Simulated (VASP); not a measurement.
# HfO2 (Fm-3m) in VASP: settings compared

The runs below take HfO2 through single point, with BLYP, SVWN5, PBEsol+U, LDA.

Program: VASP 6.6.1. These are calculated values, not measurements. Logs are shortened: lines on timing, memory, paths and dates and some standing lists are left out, and cuts for length are marked.

## Step 1: The cell of the first run

The structure is cubic, space group Fm-3m (No. 225). The conventional cell has a = 5.115 Å, b = 5.115 Å, c = 5.115 Å, α = 90.00°, β = 90.00°, γ = 90.00°. Hf (site symmetry m-3m) has 8 O at 2.21 Å within 2.9 Å. Within 2.9 Å of O (site symmetry -43m) lie 4 Hf at 2.21 Å and 6 O at 2.56 Å.

## Step 2: Single point, BLYP

INCAR

```
AGGAC    = 1.0          
AGGAX    = 1.0          
ALDAC    = 0.0          
ALDAX    = 1.0          
ALGO     = Normal         # electronic algorithm
EDIFF    = 1E-6           # SCF threshold, eV
ENCUT    = 520            # plane-wave cutoff, eV
GGA      = B5             # functional
ISIF     = 2              # what is computed and relaxed
ISMEAR   = -1             # smearing method
LASPH    = T              # aspherical terms in the spheres
LCHARG   = T              # write CHGCAR
LELF     = T              # ELF
LREAL    = F              # projectors in reciprocal space
LVHAR    = T            
LWAVE    = F              # write WAVECAR
NBANDS   = 18             # bands
NELM     = 60             # most SCF steps
PREC     = Accurate       # precision mode
SIGMA    = 0.05           # smearing width, eV
```

KPOINTS

```
k-points
0
Gamma
  9 9 9
```

POSCAR

```
HfO2
1.0
    0.0000000000      2.5575000000      2.5575000000
    2.5575000000      0.0000000000      2.5575000000
    2.5575000000      2.5575000000      0.0000000000
Hf O
1 2
Direct
    0.0000000000      0.0000000000      0.0000000000
    0.7500000000      0.7500000000      0.7500000000
    0.2500000000      0.2500000000      0.2500000000
```

Potentials or basis: VASP PAW PBE potentials, release 64 (Hf_pv, O).

The run is started by

```bash
cat potpaw_PBE.64/Hf_pv/POTCAR potpaw_PBE.64/O/POTCAR > POTCAR
mpirun -np 1 vasp_std > vasp.out
```

OUTCAR:

```text
EDIFF = 1E-6
   ENCUT = 520
   GGA = B5
   ISIF = 2
   ISMEAR = -1
   LASPH = T
   LREAL = F
   NELM = 60
   PREC = Accurate

 ion  position               nearest neighbor table
   1  0.000  0.000  0.000-   2 2.21   2 2.21   2 2.21   2 2.21   3 2.21   3 2.21   3 2.21   3 2.21

   2  0.750  0.750  0.750-   1 2.21   1 2.21   1 2.21   1 2.21
   3  0.250  0.250  0.250-   1 2.21   1 2.21   1 2.21   1 2.21

  LATTYP: Found a face centered cubic cell.
 ALAT       =     5.1150000000

  Lattice vectors:

 A1 = (   0.0000000000,   2.5575000000,   2.5575000000)
 A2 = (   2.5575000000,   0.0000000000,   2.5575000000)
 A3 = (   2.5575000000,   2.5575000000,   0.0000000000)

Analysis of symmetry for initial positions (statically):
=====================================================================
 Subroutine PRICEL returns:
 Original cell was already a primitive cell.

 Routine SETGRP: Setting up the symmetry group for a
 face centered cubic supercell.

 Subroutine GETGRP returns: Found 48 space group operations
[... 9 lines left out ...]

 Routine SETGRP: Setting up the symmetry group for a
 face centered cubic supercell.

 Subroutine GETGRP returns: Found 48 space group operations
[... 11 lines left out ...]
                                     Primitive cell

  volume of cell :      33.4562

  direct lattice vectors                    reciprocal lattice vectors
     0.000000000  2.557500000  2.557500000    -0.195503421  0.195503421  0.195503421
     2.557500000  0.000000000  2.557500000     0.195503421 -0.195503421  0.195503421
     2.557500000  2.557500000  0.000000000     0.195503421  0.195503421 -0.195503421

  length of vectors
     3.616851186  3.616851186  3.616851186     0.338621859  0.338621859  0.338621859

  position of ions in fractional coordinates (direct lattice)
     0.000000000  0.000000000  0.000000000
     0.750000000  0.750000000  0.750000000
     0.250000000  0.250000000  0.250000000

  ion indices of the primitive-cell ions
   primitive index   ion index
                 1           1
                 2           2
                 3           3
[... 55 lines left out ...]
   number of dos      NEDOS =    301   number of ions     NIONS =      3
   total plane-waves  NPLWV =  21952
   dimension x,y,z NGX =    28 NGY =   28 NGZ =   28
   dimension x,y,z NGXF=    56 NGYF=   56 NGZF=   56
   ions per type =               1   2
   NGX,Y,Z   is equivalent  to a cutoff of  12.87, 12.87, 12.87 a.u.
   NGXF,Y,Z  is equivalent  to a cutoff of  25.74, 25.74, 25.74 a.u.
 SYSTEM =  unknown system
   PREC   = accura    normal or accurate (medium, high low for compatibility)
   ISTART =      0    job   : 0-new  1-cont  2-samecut
   ICHARG =      2    charge: 1-file 2-atom 10-const
   ISPIN  =      1    spin polarized calculation?
   LNONCOLLINEAR =      F non collinear calculations
   LSORBIT =      F    spin-orbit coupling
   LASPH  =      T    aspherical Exc in radial PAW
   ENCUT  =  520.0 eV  38.22 Ry    6.18 a.u.   6.72  6.72  6.72*2*pi/ulx,y,z
   NELM   =     60;   NELMIN=  2; NELMDL= -5     # of ELM steps
   EDIFF  = 0.1E-05   stopping-criterion for ELM
   LREAL  =      F    real-space projection
   EDIFFG = 0.1E-04   stopping-criterion for IOM
   NSW    =      0    number of steps for IOM
   IBRION =     -1    ionic relax: 0-MD 1-quasi-New 2-CG
   NFREE  =      0    steps in history (QN), initial steepest desc. (CG)
   ISIF   =      2    stress and relaxation
   ISYM   =      2    0-nonsym 1-usesym 2-fastsym
   POTIM  = 0.5000    time-step for ionic-motion
   TEBEG  =    0.0;   TEEND  =   0.0 temperature during run
   PSTRESS=    0.0 pullay stress
   NELECT =      22.0000    total number of electrons
   NUPDOWN=      -1.0000    fix difference up-down
   EMIN   =  10.00;   EMAX   =-10.00  energy-range for DOS
   EFERMI =   0.00;   METHOD = LEGACY
   ISMEAR =    -1;   SIGMA  =   0.05  broadening in eV -4-tet -1-fermi 0-gaus
   EFERMI_NEDOS =   21; number of points for ismear=-14 and -15
   IALGO  =     38    algorithm
   IMIX   =      4    mixing-type and parameters
     AMIX     =   0.40;   BMIX     =  1.00
     AMIX_MAG =   1.60;   BMIX_MAG =  1.00
  volume/ion in A,a.u.               =      11.15        75.26
  Fermi-wavevector in a.u.,A,eV,Ry     =   1.423607  2.690227 27.574337  2.026657
  Thomas-Fermi vector in A             =   2.544186
   LORBIT       =      0    0 simple, 1 ext, 2 COOP (PROOUT), +10 PAW based schemes
   GGA     = B5    functional components
   LHFCALC =     F    Hartree Fock is set to
   AEXX    =    0.0000 exact exchange contribution
   IVDW    =     0    specifies the selected vdW correction
   LEPSILON=     F    determine dielectric tensor
   LRPA    =     F    only Hartree local field effects (RPA)
 non-spin polarized calculation
  energy-cutoff  :      520.00
  volume of cell :       33.46
 maximum number of plane-waves:       914
   NGX = 13   NGY = 13   NGZ = 13

 number of electron      21.9999993 magnetization

 Free energy of the ion-electron system (eV)
  ---------------------------------------------------
  ext. energy  EPLUGINS =         0.00000000
  ---------------------------------------------------
  free energy    TOTEN  =       -28.91234988 eV

  energy without entropy =      -28.91234988  energy(sigma->0) =      -28.91234988

 E-fermi :   5.4218     XC(G=0): -11.1495

 val. band max:        4.3571895120   @ k =  -0.4444   0.4444   0.0000
 cond. band min:       8.2422900602   @ k =   0.0000   0.0000   0.0000
 fundamental gap:      3.8851005482
 Fermi energy:         5.4218322056

 k-point     1 :       0.0000    0.0000    0.0000
  band No.  band energies     occupation
      1     -25.2979      2.00000
      2     -25.2979      2.00000
      3     -25.2979      2.00000
      4     -14.0308      2.00000
      5     -11.1582      2.00000
      6      -0.7132      2.00000
[... 481 lines left out ...]
      5     -12.0942      2.00000
      6      -1.6437      2.00000
[... 10 lines left out ...]
     17      16.4344      0.00000
     18      16.9885      0.00000

 [... further k-points ...]
[... 5 lines left out ...]
  --------------------------------------------------------------------------------------
  -------------------------------------------------------------------------------------
  Total        0.2383938      0.2383938      0.2383938      0.0000000     -0.0000000      0.0000000
  in kB       11.4163831     11.4163831     11.4163831      0.0000000     -0.0000000      0.0000000
  external PRESSURE =      11.4163831 kB  Pullay stress =       0.0000000 kB

 VOLUME and BASIS-vectors are now :
 -----------------------------------------------------------------------------
  energy-cutoff  :      520.00
  volume of cell :       33.46
      direct lattice vectors                 reciprocal lattice vectors
     0.000000000  2.557500000  2.557500000    -0.195503421  0.195503421  0.195503421
     2.557500000  0.000000000  2.557500000     0.195503421 -0.195503421  0.195503421
     2.557500000  2.557500000  0.000000000     0.195503421  0.195503421 -0.195503421

 POSITION                                       TOTAL-FORCE (eV/Angst)
 -----------------------------------------------------------------------------------
      0.00000      0.00000      0.00000        -0.000000     -0.000000      0.000000
      3.83625      3.83625      3.83625         0.000000      0.000000      0.000000
      1.27875      1.27875      1.27875        -0.000000     -0.000000     -0.000000
 -----------------------------------------------------------------------------------
    total drift:                                0.000000      0.000000      0.000000

  FREE ENERGIE OF THE ION-ELECTRON SYSTEM (eV)
  ---------------------------------------------------
  free  energy   TOTEN  =       -28.9123498800 eV

  energy  without entropy=      -28.9123498800  energy(sigma->0) =      -28.91234988
```

OSZICAR:

```text
N       E                     dE             d eps       ncg     rms          rms(c)
DAV:   1     0.961365168368E+02    0.96137E+02   -0.12627E+04  1260   0.120E+03
DAV:   2    -0.313874226690E+02   -0.12752E+03   -0.12395E+03  1582   0.288E+02
DAV:   3    -0.356698354643E+02   -0.42824E+01   -0.42644E+01  1432   0.473E+01
DAV:   4    -0.356975320822E+02   -0.27697E-01   -0.27688E-01  1552   0.422E+00
DAV:   5    -0.356977193144E+02   -0.18723E-03   -0.18723E-03  1408   0.322E-01    0.434E+01
DAV:   6    -0.290803754536E+02    0.66173E+01   -0.24518E+01  1286   0.351E+01    0.393E+01
DAV:   7    -0.289670227970E+02    0.11335E+00   -0.78853E-01  1436   0.726E+00    0.290E+01
DAV:   8    -0.289488061855E+02    0.18217E-01   -0.45685E-01  1418   0.599E+00    0.122E+01
DAV:   9    -0.289122410040E+02    0.36565E-01   -0.10741E-01  1346   0.277E+00    0.276E+00
DAV:  10    -0.289123159785E+02   -0.74974E-04   -0.27499E-03  1452   0.403E-01    0.490E-01
DAV:  11    -0.289123500398E+02   -0.34061E-04   -0.23333E-04  1456   0.137E-01    0.207E-01
DAV:  12    -0.289123498896E+02    0.15019E-06   -0.14786E-05  1488   0.279E-02    0.395E-02
DAV:  13    -0.289123498800E+02    0.96481E-08   -0.63410E-07   992   0.648E-03
   1 F= -.28912350E+02 E0= -.28912350E+02  d E =-.233555E-10
```

stdout:

```text
POSCAR found type information on POSCAR HfO
 POSCAR found :  2 types and       3 ions
 scaLAPACK will be used
 -----------------------------------------------------------------------------
|                                                                             |
|                                                                             |
|     You enforced a specific xc type in the INCAR file but a different       |
|     I HOPE YOU KNOW WHAT YOU ARE DOING!                                     |
|                                                                             |
 -----------------------------------------------------------------------------

 LDA part: xc-table for (Slater(with rela. corr.)+VWN5), standard interpolation
 POSCAR, INCAR and KPOINTS ok, starting setup
 FFT: planning ... GRIDC
 FFT: planning ... GRID_SOFT
 FFT: planning ... GRID
 WAVECAR not read
 entering main loop
```

Run time: 16 s. Hardware: 1 thread of Intel Xeon 6975P-C (Granite Rapids), shared host; peak memory 0.16 GiB.

What came out:

| Property | Result |
| --- | --- |
| Free energy | -28.9123 eV |
| Pressure | 1.1 GPa |
| Band gap on the k mesh | 3.89 eV, indirect (least direct gap 4.02 eV) |

Levels at points of the mesh, in eV from the valence-band top:
| k point | band 8 | band 9 | band 10 | band 11 | band 12 | band 13 | band 14 | band 15 |
| --- | --- | --- | --- | --- | --- | --- | --- | --- |
| (0.00, 0.00, 0.00) | -5.07 | -0.53 | -0.53 | -0.53 | 3.89 | 3.89 | 5.99 | 10.09 |

Caveat: the PAW data sets were made with another functional, which shifts forces and pressure a little; spin-orbit coupling is left out, which moves the levels of the heavy elements. A k mesh can miss the band edges.

## Step 3: Single point, SVWN5

INCAR

```
SYSTEM = HfO2
ALGO = Normal
EDIFF = 1E-7
ENCUT = 520
GGA = VW
ISIF = 2
ISMEAR = -1
LASPH = .True.
LCHARG = .False.
LREAL = .False.
LWAVE = .False.
NBANDS = 18
NELM = 80
PREC = Accurate
SIGMA = 0.05
```

KPOINTS

```
k-points
0
Gamma
  9 9 9
  0 0 0
```

POSCAR is that of step 2.

Potentials or basis: VASP PAW PBE potentials, release 64 (Hf_pv, O).

The run is started by

```bash
cat potpaw_PBE.64/Hf_pv/POTCAR potpaw_PBE.64/O/POTCAR > POTCAR
mpirun -np 1 vasp_std > vasp.out
```

OUTCAR:

```text
SYSTEM = HfO2
   EDIFF = 1E-7
   ENCUT = 520
   GGA = VW
   ISIF = 2
   ISMEAR = -1
   LASPH = .True.
   LREAL = .False.
   NELM = 80
   PREC = Accurate

 ion  position               nearest neighbor table
   1  0.000  0.000  0.000-   2 2.21   2 2.21   2 2.21   2 2.21   3 2.21   3 2.21   3 2.21   3 2.21

   2  0.750  0.750  0.750-   1 2.21   1 2.21   1 2.21   1 2.21
   3  0.250  0.250  0.250-   1 2.21   1 2.21   1 2.21   1 2.21

  LATTYP: Found a face centered cubic cell.
 ALAT       =     5.1150000000

  Lattice vectors:

 A1 = (   0.0000000000,   2.5575000000,   2.5575000000)
 A2 = (   2.5575000000,   0.0000000000,   2.5575000000)
 A3 = (   2.5575000000,   2.5575000000,   0.0000000000)

Analysis of symmetry for initial positions (statically):
=====================================================================
 Subroutine PRICEL returns:
 Original cell was already a primitive cell.

 Routine SETGRP: Setting up the symmetry group for a
 face centered cubic supercell.

 Subroutine GETGRP returns: Found 48 space group operations
[... 9 lines left out ...]

 Routine SETGRP: Setting up the symmetry group for a
 face centered cubic supercell.

 Subroutine GETGRP returns: Found 48 space group operations
[... 11 lines left out ...]
                                     Primitive cell

  volume of cell :      33.4562

  direct lattice vectors                    reciprocal lattice vectors
     0.000000000  2.557500000  2.557500000    -0.195503421  0.195503421  0.195503421
     2.557500000  0.000000000  2.557500000     0.195503421 -0.195503421  0.195503421
     2.557500000  2.557500000  0.000000000     0.195503421  0.195503421 -0.195503421

  length of vectors
     3.616851186  3.616851186  3.616851186     0.338621859  0.338621859  0.338621859

  position of ions in fractional coordinates (direct lattice)
     0.000000000  0.000000000  0.000000000
     0.750000000  0.750000000  0.750000000
     0.250000000  0.250000000  0.250000000

  ion indices of the primitive-cell ions
   primitive index   ion index
[... 85 lines left out ...]
   PSTRESS=    0.0 pullay stress
   NELECT =      22.0000    total number of electrons
   NUPDOWN=      -1.0000    fix difference up-down
   EMIN   =  10.00;   EMAX   =-10.00  energy-range for DOS
   EFERMI =   0.00;   METHOD = LEGACY
   ISMEAR =    -1;   SIGMA  =   0.05  broadening in eV -4-tet -1-fermi 0-gaus
   EFERMI_NEDOS =   21; number of points for ismear=-14 and -15
   IALGO  =     38    algorithm
   IMIX   =      4    mixing-type and parameters
     AMIX     =   0.40;   BMIX     =  1.00
     AMIX_MAG =   1.60;   BMIX_MAG =  1.00
  volume/ion in A,a.u.               =      11.15        75.26
  Fermi-wavevector in a.u.,A,eV,Ry     =   1.423607  2.690227 27.574337  2.026657
  Thomas-Fermi vector in A             =   2.544186
   LORBIT       =      0    0 simple, 1 ext, 2 COOP (PROOUT), +10 PAW based schemes
   GGA     = VW    functional components
   LHFCALC =     F    Hartree Fock is set to
   AEXX    =    0.0000 exact exchange contribution
   IVDW    =     0    specifies the selected vdW correction
   LEPSILON=     F    determine dielectric tensor
   LRPA    =     F    only Hartree local field effects (RPA)
 non-spin polarized calculation
  energy-cutoff  :      520.00
  volume of cell :       33.46
 maximum number of plane-waves:       914
   NGX = 13   NGY = 13   NGZ = 13

 number of electron      21.9999993 magnetization

 Free energy of the ion-electron system (eV)
  ---------------------------------------------------
  ext. energy  EPLUGINS =         0.00000000
  ---------------------------------------------------
  free energy    TOTEN  =       -32.99679111 eV

  energy without entropy =      -32.99679111  energy(sigma->0) =      -32.99679111

 E-fermi :   4.7005     XC(G=0): -12.1735

 val. band max:        3.6042894682   @ k =  -0.4444   0.4444   0.0000
 cond. band min:       7.2302325957   @ k =   0.4444   0.4444   0.0000
 fundamental gap:      3.6259431275
 Fermi energy:         4.7005165668

 k-point     1 :       0.0000    0.0000    0.0000
  band No.  band energies     occupation
      1     -26.0844      2.00000
      2     -26.0844      2.00000
      3     -26.0844      2.00000
      4     -14.6741      2.00000
      5     -11.6384      2.00000
      6      -1.5915      2.00000
[... 481 lines left out ...]
      5     -12.6435      2.00000
      6      -2.6249      2.00000
[... 10 lines left out ...]
     17      15.2103      0.00000
     18      16.7301      0.00000

 [... further k-points ...]
[... 5 lines left out ...]
  --------------------------------------------------------------------------------------
  -------------------------------------------------------------------------------------
  Total       -4.1432000     -4.1432000     -4.1432000      0.0000000      0.0000000      0.0000000
  in kB     -198.4127407   -198.4127407   -198.4127407      0.0000000      0.0000000      0.0000000
  external PRESSURE =    -198.4127407 kB  Pullay stress =       0.0000000 kB

 VOLUME and BASIS-vectors are now :
 -----------------------------------------------------------------------------
  energy-cutoff  :      520.00
  volume of cell :       33.46
      direct lattice vectors                 reciprocal lattice vectors
     0.000000000  2.557500000  2.557500000    -0.195503421  0.195503421  0.195503421
     2.557500000  0.000000000  2.557500000     0.195503421 -0.195503421  0.195503421
     2.557500000  2.557500000  0.000000000     0.195503421  0.195503421 -0.195503421

 POSITION                                       TOTAL-FORCE (eV/Angst)
 -----------------------------------------------------------------------------------
      0.00000      0.00000      0.00000        -0.000000     -0.000000     -0.000000
      3.83625      3.83625      3.83625         0.000000      0.000000      0.000000
      1.27875      1.27875      1.27875        -0.000000      0.000000     -0.000000
 -----------------------------------------------------------------------------------
    total drift:                                0.000000      0.000000      0.000000

  FREE ENERGIE OF THE ION-ELECTRON SYSTEM (eV)
  ---------------------------------------------------
  free  energy   TOTEN  =       -32.9967911098 eV

  energy  without entropy=      -32.9967911098  energy(sigma->0) =      -32.99679111
```

OSZICAR:

```text
N       E                     dE             d eps       ncg     rms          rms(c)
DAV:   1     0.907431119077E+02    0.90743E+02   -0.12555E+04  1260   0.120E+03
DAV:   2    -0.341516562841E+02   -0.12489E+03   -0.12137E+03  1604   0.286E+02
DAV:   3    -0.383368583762E+02   -0.41852E+01   -0.41678E+01  1476   0.465E+01
DAV:   4    -0.383628024155E+02   -0.25944E-01   -0.25936E-01  1498   0.405E+00
DAV:   5    -0.383629851502E+02   -0.18273E-03   -0.18273E-03  1460   0.317E-01    0.469E+01
DAV:   6    -0.332550681800E+02    0.51079E+01   -0.19174E+01  1292   0.303E+01    0.410E+01
DAV:   7    -0.330751915793E+02    0.17988E+00   -0.73283E-01  1436   0.695E+00    0.286E+01
DAV:   8    -0.330244084594E+02    0.50783E-01   -0.36154E-01  1396   0.509E+00    0.945E+00
DAV:   9    -0.329970945024E+02    0.27314E-01   -0.71064E-02  1376   0.224E+00    0.299E+00
DAV:  10    -0.329968094907E+02    0.28501E-03   -0.23150E-03  1496   0.352E-01    0.294E-01
DAV:  11    -0.329967908004E+02    0.18690E-04   -0.14666E-04  1354   0.979E-02    0.120E-01
DAV:  12    -0.329967910425E+02   -0.24206E-06   -0.52253E-06  1636   0.169E-02    0.224E-02
DAV:  13    -0.329967911098E+02   -0.67359E-07   -0.16444E-07  1408   0.306E-03
   1 F= -.32996791E+02 E0= -.32996791E+02  d E =-.126264E-10
```

Wall time 10 s (1 thread of Intel Xeon 6975P-C (Granite Rapids), shared host); peak memory 0.14 GiB.

Results:

- Free energy: -32.9968 eV
- Pressure: -19.8 GPa
- Band gap on the k mesh: 3.63 eV, indirect (least direct gap 3.74 eV)

Levels at points of the mesh, in eV from the valence-band top:
```csv
k point,band 8,band 9,band 10,band 11,band 12,band 13,band 14,band 15
"(0.00, 0.00, 0.00)",-5.20,-0.55,-0.55,-0.55,3.68,3.68,5.51,10.08
```

Caveat: the PAW data sets were made with another functional, which shifts forces and pressure a little; spin-orbit coupling is left out, which moves the levels of the heavy elements.

[end of part 1 of 2]
